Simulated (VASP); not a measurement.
# MgS (P-6m2) in VASP: a series of runs, part 2 of 2

VASP 6.6.1. The steps go on from the part before.

## 3. Single point, PBEsol-based global hybrid with 25 % exact exchange

This run uses another cell than the first one, of 18.03 Å³/atom.

Contents of POSCAR:

```
MgS
1.0
    3.5638569570     -0.0000028491      0.0000000000
   -1.7819260111      3.0863920848      0.0000000000
    0.0000000000      0.0000000000      3.2775036233
Mg S
1 1
Direct
    0.0000000000      0.0000000000      0.5000000000
    0.6666666667      0.3333333333      0.0000000000
```

Contents of INCAR.step1:

```
PREC     = Accurate       # precision mode
ENCUT    = 520            # plane-wave cutoff, eV
EDIFF    = 1E-5           # SCF threshold, eV
ISMEAR   = -1             # smearing method
SIGMA    = 0.05           # smearing width, eV
LREAL    = F              # projectors in reciprocal space
LASPH    = T              # aspherical terms in the spheres
NELM     = 60             # most SCF steps
ALGO     = Normal         # electronic algorithm
ISIF     = 2              # what is computed and relaxed
LWAVE    = T              # write WAVECAR
LCHARG   = F              # write CHGCAR
GGA      = PE             # functional
NBANDS   = 11             # bands
```

Contents of INCAR.step2:

```
PREC     = Accurate       # precision mode
ENCUT    = 520            # plane-wave cutoff, eV
EDIFF    = 1E-7           # SCF threshold, eV
ISMEAR   = -1             # smearing method
SIGMA    = 0.05           # smearing width, eV
LREAL    = F              # projectors in reciprocal space
LASPH    = T              # aspherical terms in the spheres
NELM     = 60             # most SCF steps
ALGO     = Normal         # electronic algorithm
ISIF     = 2              # what is computed and relaxed
LWAVE    = F              # write WAVECAR
LCHARG   = F              # write CHGCAR
GGA      = PS             # functional
LHFCALC  = T              # exact exchange
AEXX     = 0.25           # exact-exchange fraction
PRECFOCK = Normal       
ISTART   = 1            
NBANDS   = 11             # bands
```

Contents of KPOINTS:

```
Automatic mesh
0
Gamma
  5 5 4
```

Potentials or basis: VASP PAW PBE potentials, release 64 (Mg, S).

Started as:

```sh
$ cat potpaw_PBE.64/Mg/POTCAR potpaw_PBE.64/S/POTCAR > POTCAR
$ cp INCAR.step1 INCAR
$ mpirun -np 1 vasp_std > vasp.out
$ cp INCAR.step2 INCAR
$ mpirun -np 1 vasp_std > vasp.out
```

OUTCAR:

```text
PREC = Accurate
   ENCUT = 520
   EDIFF = 1E-7
   ISMEAR = -1
   LREAL = F
   LASPH = T
   NELM = 60
   ISIF = 2
   GGA = PS
   LHFCALC = T
   AEXX = 0.25
   PRECFOCK = Normal
   ISTART = 1

 ion  position               nearest neighbor table
   1  0.000  0.000  0.500-   2 2.63   2 2.63   2 2.63   2 2.63   2 2.63   2 2.63
   2  0.667  0.333  0.000-   1 2.63   1 2.63   1 2.63   1 2.63   1 2.63   1 2.63

  LATTYP: Found a hexagonal cell.
 ALAT       =     3.5638569570
 C/A-ratio  =     0.9196507219

  Lattice vectors:

 A1 = (   3.5638569570,  -0.0000028491,   0.0000000000)
 A2 = (  -1.7819260111,   3.0863920848,   0.0000000000)
 A3 = (   0.0000000000,   0.0000000000,   3.2775036233)

Analysis of symmetry for initial positions (statically):
=====================================================================
 Subroutine PRICEL returns:
 Original cell was already a primitive cell.

 Routine SETGRP: Setting up the symmetry group for a
 hexagonal supercell.

 Subroutine GETGRP returns: Found 12 space group operations
 (whereof 12 operations were pure point group operations)
 out of a pool of 24 trial point group operations.

The static configuration has the point symmetry D_3h.

Analysis of symmetry for dynamics (positions and initial velocities):
=====================================================================
 Subroutine PRICEL returns:
 Original cell was already a primitive cell.

 Routine SETGRP: Setting up the symmetry group for a
 hexagonal supercell.

 Subroutine GETGRP returns: Found 12 space group operations
 (whereof 12 operations were pure point group operations)
 out of a pool of 24 trial point group operations.

The dynamic configuration has the point symmetry D_3h.

 Subroutine INISYM returns: Found 12 space group operations
 (whereof 12 operations are pure point group operations),
 and found     1 'primitive' translations

----------------------------------------------------------------------------------------

                                     Primitive cell

  volume of cell :      36.0508

  direct lattice vectors                    reciprocal lattice vectors
     3.563856957 -0.000002849  0.000000000     0.280595005  0.162001303  0.000000000
    -1.781926011  3.086392085  0.000000000     0.000000259  0.324003054  0.000000000
     0.000000000  0.000000000  3.277503623     0.000000000  0.000000000  0.305110265

  length of vectors
     3.563856957  3.563856957  3.277503623     0.324003054  0.324003054  0.305110265

  position of ions in fractional coordinates (direct lattice)
     0.000000000  0.000000000  0.500000000
     0.666666667  0.333333333  0.000000000

  ion indices of the primitive-cell ions
   primitive index   ion index
                 1           1
                 2           2

[... 43 lines left out ...]
   k-points           NKPTS =     15   k-points in BZ     NKDIM =    100   number of bands    NBANDS=     11
   number of dos      NEDOS =    301   number of ions     NIONS =      2
   total plane-waves  NPLWV =  18816
   dimension x,y,z NGX =    28 NGY =   28 NGZ =   24
   dimension x,y,z NGXF=    56 NGYF=   56 NGZF=   48
   ions per type =               1   1
   NGX,Y,Z   is equivalent  to a cutoff of  13.06, 13.06, 12.17 a.u.
   NGXF,Y,Z  is equivalent  to a cutoff of  26.12, 26.12, 24.35 a.u.
 SYSTEM =  unknown system
   PREC   = accura    normal or accurate (medium, high low for compatibility)
   ISTART =      1    job   : 0-new  1-cont  2-samecut
   ICHARG =      0    charge: 1-file 2-atom 10-const
   ISPIN  =      1    spin polarized calculation?
   LNONCOLLINEAR =      F non collinear calculations
   LSORBIT =      F    spin-orbit coupling
   LASPH  =      T    aspherical Exc in radial PAW
   ENCUT  =  520.0 eV  38.22 Ry    6.18 a.u.   6.63  6.63  6.09*2*pi/ulx,y,z
   NELM   =     60;   NELMIN=  2; NELMDL=  0     # of ELM steps
   EDIFF  = 0.1E-06   stopping-criterion for ELM
   LREAL  =      F    real-space projection
   EDIFFG = 0.1E-05   stopping-criterion for IOM
   NSW    =      0    number of steps for IOM
   IBRION =     -1    ionic relax: 0-MD 1-quasi-New 2-CG
   NFREE  =      0    steps in history (QN), initial steepest desc. (CG)
   ISIF   =      2    stress and relaxation
   ISYM   =      3    0-nonsym 1-usesym 2-fastsym
   POTIM  = 0.5000    time-step for ionic-motion
   TEBEG  =    0.0;   TEEND  =   0.0 temperature during run
   PSTRESS=    0.0 pullay stress
   NELECT =       8.0000    total number of electrons
   NUPDOWN=      -1.0000    fix difference up-down
   EMIN   =  10.00;   EMAX   =-10.00  energy-range for DOS
   EFERMI =   0.00;   METHOD = LEGACY
   ISMEAR =    -1;   SIGMA  =   0.05  broadening in eV -4-tet -1-fermi 0-gaus
   EFERMI_NEDOS =   21; number of points for ismear=-14 and -15
   IALGO  =     38    algorithm
   IMIX   =      1    mixing-type and parameters
     AMIX     =   0.40;   BMIX     =  1.00
     AMIX_MAG =   1.60;   BMIX_MAG =  1.00
  volume/ion in A,a.u.               =      18.03       121.64
  Fermi-wavevector in a.u.,A,eV,Ry     =   0.991136  1.872976 13.365699  0.982351
  Thomas-Fermi vector in A             =   2.122856
   LORBIT       =      0    0 simple, 1 ext, 2 COOP (PROOUT), +10 PAW based schemes
   GGA     = PS    functional components
   LHFCALC =     T    Hartree Fock is set to
   PRECFOCK=normal    Normal, Fast or Accurate (Low or Medium for compatibility)
   ENCUT4O =  -1.0   cutoff for four orbital integrals eV
   NKREDX  =     1    reduce k-point grid by
   NKREDY  =     1    reduce k-point grid by
   NKREDZ  =     1    reduce k-point grid by
   AEXX    =    0.2500 exact exchange contribution
   HFSCREEN=    0.0000 screening length (either q_TF or 0.3 A-1)
   HFSCREENC=   0.0000 screening length for correlation (either q_TF or 0.3 A-1)
   ENCUTFOCK=  -1.0 apply spherical cutoff to Coloumb kernel
   IVDW    =     0    specifies the selected vdW correction
   LEPSILON=     F    determine dielectric tensor
   LRPA    =     F    only Hartree local field effects (RPA)
 non-spin polarized calculation
  energy-cutoff  :      520.00
  volume of cell :       36.05
 maximum number of plane-waves:       982
 NGX is ok and might be reduce to    28
  NGX = 20; NGY = 20; NGZ = 20

 number of electron       7.9999998 magnetization

 Free energy of the ion-electron system (eV)
  ---------------------------------------------------
  ext. energy  EPLUGINS =         0.00000000
  ---------------------------------------------------
  free energy    TOTEN  =       -10.28512555 eV

  energy without entropy =      -10.28512555  energy(sigma->0) =      -10.28512555

 E-fermi :   4.3626     XC(G=0):  -7.6519

 val. band max:        3.2173322987   @ k =   0.0000   0.0000   0.5000
 cond. band min:       6.2999386092   @ k =   0.4000   0.2000   0.5000
 fundamental gap:      3.0826063104
 Fermi energy:         4.3625735280

 k-point     1 :       0.0000    0.0000    0.0000
  band No.  band energies     occupation
      1     -11.3861      2.00000
      2       2.3249      2.00000
      3       2.3962      2.00000
      4       2.3962      2.00000
      5       7.0986      0.00000
      6      10.2447      0.00000
      7      12.1926      0.00000
      8      12.1926      0.00000
      9      16.3853      0.00000
     10      19.5989      0.00000
     11      19.6001      0.00000
[... 183 lines left out ...]
 k-point    15 :       0.4000    0.2000    0.5000
  band No.  band energies     occupation
      1      -8.9687      2.00000
      2      -1.3800      2.00000
      3      -0.7674      2.00000
      4       0.9730      2.00000
      5       6.2999      0.00000
      6       8.6840      0.00000
      7      12.6447      0.00000
      8      16.6670      0.00000
      9      16.7395      0.00000
     10      20.3442      0.00000
     11      20.6881      0.00000

------------------------ aborting loop because EDIFF is reached ----------------------------------------

  FORCE on cell =-STRESS in cart. coord.  units (eV):
  Direction    XX          YY          ZZ          XY          YZ          ZX
  --------------------------------------------------------------------------------------
  -------------------------------------------------------------------------------------
  Total       -0.0750527     -0.0750527     -0.0835856     -0.0000000     -0.0000000      0.0000000
  in kB       -3.3355117     -3.3355117     -3.7147359     -0.0000000     -0.0000000      0.0000000
  external PRESSURE =      -3.4619198 kB  Pullay stress =       0.0000000 kB

 VOLUME and BASIS-vectors are now :
 -----------------------------------------------------------------------------
  energy-cutoff  :      520.00
  volume of cell :       36.05
      direct lattice vectors                 reciprocal lattice vectors
     3.563856957 -0.000002849  0.000000000     0.280595005  0.162001303  0.000000000
    -1.781926011  3.086392085  0.000000000     0.000000259  0.324003054  0.000000000
     0.000000000  0.000000000  3.277503623     0.000000000  0.000000000  0.305110265

 POSITION                                       TOTAL-FORCE (eV/Angst)
 -----------------------------------------------------------------------------------
      0.00000      0.00000      1.63875         0.000000      0.000000      0.000000
      1.78193      1.02880      0.00000        -0.000000     -0.000000      0.000000
 -----------------------------------------------------------------------------------
    total drift:                               -0.000000      0.000000     -0.000000

  FREE ENERGIE OF THE ION-ELECTRON SYSTEM (eV)
  ---------------------------------------------------
  free  energy   TOTEN  =       -10.2851255542 eV

  energy  without entropy=      -10.2851255542  energy(sigma->0) =      -10.28512555
```

Wall time 2 min (1 thread of Intel Xeon 6975P-C (Granite Rapids), shared host); peak memory 0.16 GiB.

What came out:

```yaml
Free_energy: -10.2851 eV
Pressure: -0.3 GPa
Band_gap_on_the_k_mesh: 3.08 eV (least direct gap 4.04 eV)
```

Levels at points of the mesh, in eV from the valence-band top:
| k point | band 1 | band 2 | band 3 | band 4 | band 5 | band 6 | band 7 | band 8 |
| --- | --- | --- | --- | --- | --- | --- | --- | --- |
| (0.00, 0.00, 0.00) | -14.60 | -0.89 | -0.82 | -0.82 | 3.88 | 7.03 | 8.98 | 8.98 |
| (0.00, 0.00, 0.50) | -13.33 | -6.49 | 0.00 | 0.00 | 7.37 | 9.12 | 10.32 | 10.32 |

Caveat: the k points lie up to 0.48 Å⁻¹ apart; the PAW data sets were made with another functional, which shifts forces and pressure a little; an odd mesh through Γ misses points on the zone boundary, where band edges can lie.
